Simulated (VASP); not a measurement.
# GaAs (Pm-3n) in VASP: further runs

Runs on GaAs. Level: PBE. Tasks: single point.

All numbers are computed with VASP 6.6.1; they aren't measurements. Logs are shortened: lines on timing, memory, paths and dates and some standing lists are left out, and cuts for length are marked.

### Step 1. The cell of the first run

Symmetry: Pm-3n, No. 223, cubic system. Conventional cell: a = 7.085 Å, b = 7.085 Å, c = 7.085 Å, α = 90.00°, β = 90.00°, γ = 90.00°. Ga (site symmetry -4m2) has 4 As at 2.50 Å within 3.3 Å. As (site symmetry -4m2) has 4 Ga at 2.50 Å within 3.3 Å.

### Step 2. Single point, PBE

INCAR reads:

```
PREC = Accurate
ENCUT = 520
EDIFF = 1E-7
ISMEAR = 0
SIGMA = 0.1
LREAL = False
LASPH = True
NELM = 100
ALGO = Normal
ISIF = 2
LWAVE = False
LCHARG = False
GGA = PE
NBANDS = 66
```

KPOINTS reads:

```
Automatic mesh
0
Gamma
  6 6 6
```

POSCAR reads:

```
GaAs
1.0
    7.0847271589      0.0000000000      0.0000000000
    0.0000000000      7.0847271589      0.0000000000
    0.0000000000      0.0000000000      7.0847271589
Ga As
6 6
Direct
    0.5000000000      0.0000000000      0.7500000000
    0.7500000000      0.5000000000      0.0000000000
    0.0000000000      0.7500000000      0.5000000000
    0.5000000000      0.0000000000      0.2500000000
    0.2500000000      0.5000000000      0.0000000000
    0.0000000000      0.2500000000      0.5000000000
    0.0000000000      0.5000000000      0.7500000000
    0.7500000000      0.0000000000      0.5000000000
    0.5000000000      0.7500000000      0.0000000000
    0.0000000000      0.5000000000      0.2500000000
    0.2500000000      0.0000000000      0.5000000000
    0.5000000000      0.2500000000      0.0000000000
```

Potentials or basis: VASP PAW PBE potentials, release 64 (Ga_d, As).

On the command line:

```bash
$ cat potpaw_PBE.64/Ga_d/POTCAR potpaw_PBE.64/As/POTCAR > POTCAR
$ mpirun -np 1 vasp_std > vasp.out
```

OUTCAR:

```text
PREC = Accurate
   ENCUT = 520
   EDIFF = 1E-7
   ISMEAR = 0
   LREAL = False
   LASPH = True
   NELM = 100
   ISIF = 2
   GGA = PE

 ion  position               nearest neighbor table
   1  0.500  0.000  0.750-   8 2.50   9 2.50  11 2.50  12 2.50
   2  0.750  0.500  0.000-   7 2.50   9 2.50  10 2.50  12 2.50
   3  0.000  0.750  0.500-   7 2.50   8 2.50  10 2.50  11 2.50
   4  0.500  0.000  0.250-   8 2.50   9 2.50  11 2.50  12 2.50
   5  0.250  0.500  0.000-   7 2.50   9 2.50  10 2.50  12 2.50
   6  0.000  0.250  0.500-   7 2.50   8 2.50  10 2.50  11 2.50
   7  0.000  0.500  0.750-   2 2.50   3 2.50   5 2.50   6 2.50
   8  0.750  0.000  0.500-   1 2.50   3 2.50   4 2.50   6 2.50
   9  0.500  0.750  0.000-   1 2.50   2 2.50   4 2.50   5 2.50
  10  0.000  0.500  0.250-   2 2.50   3 2.50   5 2.50   6 2.50
  11  0.250  0.000  0.500-   1 2.50   3 2.50   4 2.50   6 2.50
  12  0.500  0.250  0.000-   1 2.50   2 2.50   4 2.50   5 2.50

  LATTYP: Found a simple cubic cell.
 ALAT       =     7.0847271589

  Lattice vectors:

 A1 = (   7.0847271589,   0.0000000000,   0.0000000000)
 A2 = (   0.0000000000,   7.0847271589,   0.0000000000)
 A3 = (   0.0000000000,   0.0000000000,   7.0847271589)

Analysis of symmetry for initial positions (statically):
=====================================================================
 Subroutine PRICEL returns:
 Original cell was already a primitive cell.

 Routine SETGRP: Setting up the symmetry group for a
 simple cubic supercell.

 Subroutine GETGRP returns: Found 48 space group operations
 (whereof 24 operations were pure point group operations)
 out of a pool of 48 trial point group operations.

The static configuration has the point symmetry T_h .
 The point group associated with its full space group is O_h .

Analysis of symmetry for dynamics (positions and initial velocities):
=====================================================================
 Subroutine PRICEL returns:
 Original cell was already a primitive cell.

 Routine SETGRP: Setting up the symmetry group for a
 simple cubic supercell.

 Subroutine GETGRP returns: Found 48 space group operations
 (whereof 24 operations were pure point group operations)
 out of a pool of 48 trial point group operations.

The dynamic configuration has the point symmetry T_h .
 The point group associated with its full space group is O_h .

 Subroutine INISYM returns: Found 48 space group operations
 (whereof 24 operations are pure point group operations),
 and found     1 'primitive' translations

----------------------------------------------------------------------------------------

                                     Primitive cell

  volume of cell :     355.6063

  direct lattice vectors                    reciprocal lattice vectors
     7.084727159  0.000000000  0.000000000     0.141148696  0.000000000  0.000000000
     0.000000000  7.084727159  0.000000000     0.000000000  0.141148696  0.000000000
     0.000000000  0.000000000  7.084727159     0.000000000  0.000000000  0.141148696

  length of vectors
     7.084727159  7.084727159  7.084727159     0.141148696  0.141148696  0.141148696

  position of ions in fractional coordinates (direct lattice)
     0.500000000  0.000000000  0.750000000
     0.750000000  0.500000000  0.000000000
     0.000000000  0.750000000  0.500000000
     0.500000000  0.000000000  0.250000000
     0.250000000  0.500000000  0.000000000
     0.000000000  0.250000000  0.500000000
     0.000000000  0.500000000  0.750000000
     0.750000000  0.000000000  0.500000000
     0.500000000  0.750000000  0.000000000
     0.000000000  0.500000000  0.250000000
     0.250000000  0.000000000  0.500000000
     0.500000000  0.250000000  0.000000000

  ion indices of the primitive-cell ions
   primitive index   ion index
                 1           1
                 2           2
                 3           3
                 4           4
                 5           5
                 6           6
                 7           7
                 8           8
                 9           9
                10          10
                11          11
                12          12

----------------------------------------------------------------------------------------

 KPOINTS: Automatic mesh

Automatic generation of k-mesh.
 Grid dimensions read from file:
 generate k-points for:    6    6    6

 Generating k-lattice:

  Cartesian coordinates                     Fractional coordinates (reciprocal lattice)
     0.023524783  0.000000000  0.000000000     0.166666667  0.000000000  0.000000000
     0.000000000  0.023524783  0.000000000     0.000000000  0.166666667  0.000000000
     0.000000000  0.000000000  0.023524783     0.000000000  0.000000000  0.166666667

  Length of vectors
     0.023524783  0.023524783  0.023524783

  Shift w.r.t. Gamma in fractional coordinates (k-lattice)
     0.000000000  0.000000000  0.000000000

 Subroutine IBZKPT returns following result:
 ===========================================

 Found     20 irreducible k-points:

 Following reciprocal coordinates:
            Coordinates               Weight
  0.000000  0.000000  0.000000      1.000000
  0.166667  0.000000  0.000000      6.000000
  0.333333  0.000000  0.000000      6.000000
  0.500000  0.000000  0.000000      3.000000
  0.166667  0.166667  0.000000     12.000000
  0.333333  0.166667  0.000000     24.000000
[... 12 lines left out ...]
  0.500000  0.500000  0.333333      6.000000
  0.500000  0.500000  0.500000      1.000000
   k-points           NKPTS =     20   k-points in BZ     NKDIM =     20   number of bands    NBANDS=     66
   number of dos      NEDOS =    301   number of ions     NIONS =     12
   total plane-waves  NPLWV = 157464
   dimension x,y,z NGX =    54 NGY =   54 NGZ =   54
   dimension x,y,z NGXF=   108 NGYF=  108 NGZF=  108
   ions per type =               6   6
   NGX,Y,Z   is equivalent  to a cutoff of  12.67, 12.67, 12.67 a.u.
   NGXF,Y,Z  is equivalent  to a cutoff of  25.34, 25.34, 25.34 a.u.
 SYSTEM =  unknown system
   PREC   = accura    normal or accurate (medium, high low for compatibility)
   ISTART =      0    job   : 0-new  1-cont  2-samecut
   ICHARG =      2    charge: 1-file 2-atom 10-const
   ISPIN  =      1    spin polarized calculation?
   LNONCOLLINEAR =      F non collinear calculations
   LSORBIT =      F    spin-orbit coupling
   LASPH  =      T    aspherical Exc in radial PAW
   ENCUT  =  520.0 eV  38.22 Ry    6.18 a.u.  13.17 13.17 13.17*2*pi/ulx,y,z
   NELM   =    100;   NELMIN=  2; NELMDL= -5     # of ELM steps
   EDIFF  = 0.1E-06   stopping-criterion for ELM
   LREAL  =      F    real-space projection
   EDIFFG = 0.1E-05   stopping-criterion for IOM
   NSW    =      0    number of steps for IOM
   IBRION =     -1    ionic relax: 0-MD 1-quasi-New 2-CG
   NFREE  =      0    steps in history (QN), initial steepest desc. (CG)
   ISIF   =      2    stress and relaxation
   ISYM   =      2    0-nonsym 1-usesym 2-fastsym
   POTIM  = 0.5000    time-step for ionic-motion
   TEBEG  =    0.0;   TEEND  =   0.0 temperature during run
   PSTRESS=    0.0 pullay stress
   NELECT =     108.0000    total number of electrons
   NUPDOWN=      -1.0000    fix difference up-down
   EMIN   =  10.00;   EMAX   =-10.00  energy-range for DOS
   EFERMI =   0.00;   METHOD = LEGACY
   ISMEAR =     0;   SIGMA  =   0.10  broadening in eV -4-tet -1-fermi 0-gaus
   EFERMI_NEDOS =   21; number of points for ismear=-14 and -15
   IALGO  =     38    algorithm
   IMIX   =      4    mixing-type and parameters
     AMIX     =   0.40;   BMIX     =  1.00
     AMIX_MAG =   1.60;   BMIX_MAG =  1.00
  volume/ion in A,a.u.               =      29.63       199.98
  Fermi-wavevector in a.u.,A,eV,Ry     =   1.100423  2.079498 16.475710  1.210931
  Thomas-Fermi vector in A             =   2.236834
   LORBIT       =      0    0 simple, 1 ext, 2 COOP (PROOUT), +10 PAW based schemes
   GGA     = PE    functional components
   LHFCALC =     F    Hartree Fock is set to
   AEXX    =    0.0000 exact exchange contribution
   IVDW    =     0    specifies the selected vdW correction
   LEPSILON=     F    determine dielectric tensor
   LRPA    =     F    only Hartree local field effects (RPA)
 non-spin polarized calculation
 Gauss-broadening in eV      SIGMA  =   0.10
  energy-cutoff  :      520.00
  volume of cell :      355.61
 maximum number of plane-waves:      9627
 NGX is ok and might be reduce to    54
   NGX = 27   NGY = 27   NGZ = 27

 number of electron     107.9999932 magnetization

 Free energy of the ion-electron system (eV)
  ---------------------------------------------------
  ext. energy  EPLUGINS =         0.00000000
  ---------------------------------------------------
  free energy    TOTEN  =       -47.81304099 eV

  energy without entropy =      -47.81177503  energy(sigma->0) =      -47.81240801

 E-fermi :   2.0620     XC(G=0):  -8.0101

 val. band max:        2.0002911976   @ k =   0.0000   0.0000   0.0000
 cond. band min:       2.7323674919   @ k =   0.3333   0.0000   0.0000
 fundamental gap:      0.7320762943
 Fermi energy:         2.0619554550

 k-point     1 :       0.0000    0.0000    0.0000
  band No.  band energies     occupation
      1     -12.8988      2.00000
      2     -12.8988      2.00000
      3     -12.8988      2.00000
      4     -12.8265      2.00000
      5     -12.8265      2.00000
      6     -12.8205      2.00000
[... 58 lines left out ...]
     65       5.8818      0.00000
     66       7.2970      0.00000

 k-point     2 :       0.1667    0.0000    0.0000
  band No.  band energies     occupation
      1     -12.8975      2.00000
      2     -12.8975      2.00000
      3     -12.8952      2.00000
      4     -12.8331      2.00000
      5     -12.8255      2.00000
      6     -12.8195      2.00000
[... 58 lines left out ...]
     65       6.1432      0.00000
     66       7.0921      0.00000

 k-point     3 :       0.3333    0.0000    0.0000
  band No.  band energies     occupation
      1     -12.8948      2.00000
      2     -12.8948      2.00000
      3     -12.8847      2.00000
      4     -12.8502      2.00000
      5     -12.8227      2.00000
      6     -12.8173      2.00000
[... 1162 lines left out ...]
     65       5.5987      0.00000
     66       5.9919      0.00000

 k-point    20 :       0.5000    0.5000    0.5000
  band No.  band energies     occupation
      1     -12.8573      2.00000
      2     -12.8573      2.00000
      3     -12.8573      2.00000
      4     -12.8573      2.00000
      5     -12.8573      2.00000
      6     -12.8573      2.00000
[... 58 lines left out ...]
     65       5.6127      0.00000
     66       5.6127      0.00000

------------------------ aborting loop because EDIFF is reached ----------------------------------------

  FORCE on cell =-STRESS in cart. coord.  units (eV):
  Direction    XX          YY          ZZ          XY          YZ          ZX
  --------------------------------------------------------------------------------------
  -------------------------------------------------------------------------------------
  Total        0.3696733      0.3696733      0.3696733     -0.0000000      0.0000000      0.0000000
  in kB        1.6655560      1.6655560      1.6655560     -0.0000000      0.0000000      0.0000000
  external PRESSURE =       1.6655560 kB  Pullay stress =       0.0000000 kB

 VOLUME and BASIS-vectors are now :
 -----------------------------------------------------------------------------
  energy-cutoff  :      520.00
  volume of cell :      355.61
      direct lattice vectors                 reciprocal lattice vectors
     7.084727159  0.000000000  0.000000000     0.141148696  0.000000000  0.000000000
     0.000000000  7.084727159  0.000000000     0.000000000  0.141148696  0.000000000
     0.000000000  0.000000000  7.084727159     0.000000000  0.000000000  0.141148696

 POSITION                                       TOTAL-FORCE (eV/Angst)
 -----------------------------------------------------------------------------------
      3.54236      0.00000      5.31355        -0.000000     -0.000000     -0.000000
      5.31355      3.54236      0.00000        -0.000000     -0.000000      0.000000
      0.00000      5.31355      3.54236        -0.000000     -0.000000     -0.000000
      3.54236      0.00000      1.77118         0.000000     -0.000000      0.000000
      1.77118      3.54236      0.00000         0.000000     -0.000000     -0.000000
      0.00000      1.77118      3.54236         0.000000      0.000000      0.000000
      0.00000      3.54236      5.31355         0.000000      0.000000     -0.000000
      5.31355      0.00000      3.54236        -0.000000      0.000000     -0.000000
      3.54236      5.31355      0.00000         0.000000     -0.000000      0.000000
      0.00000      3.54236      1.77118         0.000000      0.000000      0.000000
      1.77118      0.00000      3.54236         0.000000      0.000000      0.000000
      3.54236      1.77118      0.00000         0.000000      0.000000     -0.000000
 -----------------------------------------------------------------------------------
    total drift:                                0.000000      0.000000      0.000000

  FREE ENERGIE OF THE ION-ELECTRON SYSTEM (eV)
  ---------------------------------------------------
  free  energy   TOTEN  =       -47.8130409927 eV

  energy  without entropy=      -47.8117750254  energy(sigma->0) =      -47.81240801
```

It took 5.9 min on 1 thread of AMD EPYC 9R45 (Zen 5), shared host; peak memory 0.55 GiB.

Results:

```
Free energy : -47.8130 eV
Pressure    : 0.2 GPa
```

### Step 3. Single point, PBE

INCAR reads:

```
SYSTEM = GaAs
PREC = Accurate ; ENCUT = 520
EDIFF = 1E-6 ; ISMEAR = 0
SIGMA = 0.1 ; LREAL = .FALSE.
LASPH = .TRUE. ; NELM = 100
ALGO = Normal ; ISIF = 2
LWAVE = .FALSE. ; LCHARG = .TRUE.
GGA = PE ; LELF = .TRUE.
LVHAR = .TRUE. ; NBANDS = 66
```

KPOINTS reads:

```
regular mesh
0
G
  6 6 6
  0 0 0
```

POSCAR is that of step 2.

Potentials or basis: VASP PAW PBE potentials, release 64 (Ga_d, As).

On the command line:

```bash
$ cat potpaw_PBE.64/Ga_d/POTCAR potpaw_PBE.64/As/POTCAR > POTCAR
$ mpirun -np 1 vasp_std > vasp.out
```

OUTCAR:

```text
SYSTEM = GaAs
   PREC = Accurate
   ENCUT = 520
   EDIFF = 1E-6
   ISMEAR = 0
   LREAL = .FALSE.
   LASPH = .TRUE.
   NELM = 100
   ISIF = 2
   GGA = PE

 ion  position               nearest neighbor table
   1  0.500  0.000  0.750-   8 2.50   9 2.50  11 2.50  12 2.50
   2  0.750  0.500  0.000-   7 2.50   9 2.50  10 2.50  12 2.50
   3  0.000  0.750  0.500-   7 2.50   8 2.50  10 2.50  11 2.50
   4  0.500  0.000  0.250-   8 2.50   9 2.50  11 2.50  12 2.50
   5  0.250  0.500  0.000-   7 2.50   9 2.50  10 2.50  12 2.50
   6  0.000  0.250  0.500-   7 2.50   8 2.50  10 2.50  11 2.50
   7  0.000  0.500  0.750-   2 2.50   3 2.50   5 2.50   6 2.50
[... 1606 lines left out ...]
  energy-cutoff  :      520.00
  volume of cell :      355.61
      direct lattice vectors                 reciprocal lattice vectors
     7.084727159  0.000000000  0.000000000     0.141148696  0.000000000  0.000000000
     0.000000000  7.084727159  0.000000000     0.000000000  0.141148696  0.000000000
     0.000000000  0.000000000  7.084727159     0.000000000  0.000000000  0.141148696

 POSITION                                       TOTAL-FORCE (eV/Angst)
 -----------------------------------------------------------------------------------
      3.54236      0.00000      5.31355        -0.000000      0.000000     -0.000000
      5.31355      3.54236      0.00000         0.000000      0.000000      0.000000
      0.00000      5.31355      3.54236        -0.000000      0.000000      0.000000
      3.54236      0.00000      1.77118        -0.000000      0.000000      0.000000
      1.77118      3.54236      0.00000        -0.000000     -0.000000     -0.000000
      0.00000      1.77118      3.54236        -0.000000      0.000000      0.000000
      0.00000      3.54236      5.31355         0.000000      0.000000     -0.000000
      5.31355      0.00000      3.54236        -0.000000      0.000000     -0.000000
      3.54236      5.31355      0.00000         0.000000      0.000000     -0.000000
      0.00000      3.54236      1.77118         0.000000      0.000000      0.000000
      1.77118      0.00000      3.54236         0.000000      0.000000     -0.000000
      3.54236      1.77118      0.00000         0.000000      0.000000     -0.000000
 -----------------------------------------------------------------------------------
    total drift:                                0.000000      0.000000      0.000000

  FREE ENERGIE OF THE ION-ELECTRON SYSTEM (eV)
  ---------------------------------------------------
  free  energy   TOTEN  =       -47.8130410433 eV

  energy  without entropy=      -47.8117750679  energy(sigma->0) =      -47.81240806
```

OSZICAR:

```text
N       E                     dE             d eps       ncg     rms          rms(c)
DAV:   1     0.101505896055E+04    0.10151E+04   -0.47381E+04  2884   0.209E+03
DAV:   2     0.139685989085E+03   -0.87537E+03   -0.84447E+03  2808   0.598E+02
DAV:   3    -0.344349004659E+02   -0.17412E+03   -0.16663E+03  3184   0.184E+02
DAV:   4    -0.484297436784E+02   -0.13995E+02   -0.13810E+02  3090   0.510E+01
DAV:   5    -0.490916308014E+02   -0.66189E+00   -0.66031E+00  3488   0.111E+01    0.695E+00
DAV:   6    -0.480034392000E+02    0.10882E+01   -0.19754E+00  3664   0.112E+01    0.389E+00
DAV:   7    -0.477962704051E+02    0.20717E+00   -0.11030E+00  3044   0.324E+00    0.127E+00
DAV:   8    -0.477996849719E+02   -0.34146E-02   -0.16707E-01  3136   0.338E+00    0.309E-01
DAV:   9    -0.478066423505E+02   -0.69574E-02   -0.25151E-02  3000   0.157E+00    0.171E-01
DAV:  10    -0.478108511569E+02   -0.42088E-02   -0.51580E-03  2964   0.430E-01    0.702E-02
DAV:  11    -0.478130163901E+02   -0.21652E-02   -0.17559E-03  2844   0.191E-01    0.211E-02
DAV:  12    -0.478130404798E+02   -0.24090E-04   -0.17198E-04  3342   0.946E-02    0.995E-03
DAV:  13    -0.478130404599E+02    0.19920E-07   -0.70777E-05  2844   0.724E-02    0.557E-03
DAV:  14    -0.478130404538E+02    0.60081E-08   -0.12677E-05  3356   0.292E-02    0.245E-03
DAV:  15    -0.478130410433E+02   -0.58949E-06   -0.35859E-06  2590   0.105E-02
   1 F= -.47813041E+02 E0= -.47812408E+02  d E =-.126598E-02
```

It took 16 min on 1 thread of Intel Xeon Platinum 8259CL at 2.50GHz (Skylake/Cascade Lake), shared host; peak memory 0.58 GiB.

Results:

- Free energy: -47.8130 eV
- Pressure: 0.2 GPa

Levels at points of the mesh, in eV from the Fermi level:
```
           k point  band 50  band 51  band 52  band 53  band 54  band 55  band 56  band 57  band 58  band 59
(0.00, 0.00, 0.00)    -1.68    -1.68    -0.08    -0.08    -0.08    -0.06     0.79     0.79     0.79     2.14
(0.50, 0.00, 0.00)    -2.06    -0.96    -0.96    -0.41    -0.41     0.72     0.72     2.03     2.03     2.43
(0.50, 0.50, 0.00)    -1.76    -1.22    -1.22    -0.95    -0.46     1.57     1.57     2.08     2.17     2.86
(0.50, 0.50, 0.50)    -2.40    -1.63    -1.63    -1.63    -1.63     2.75     2.75     2.75     2.75     2.75
```
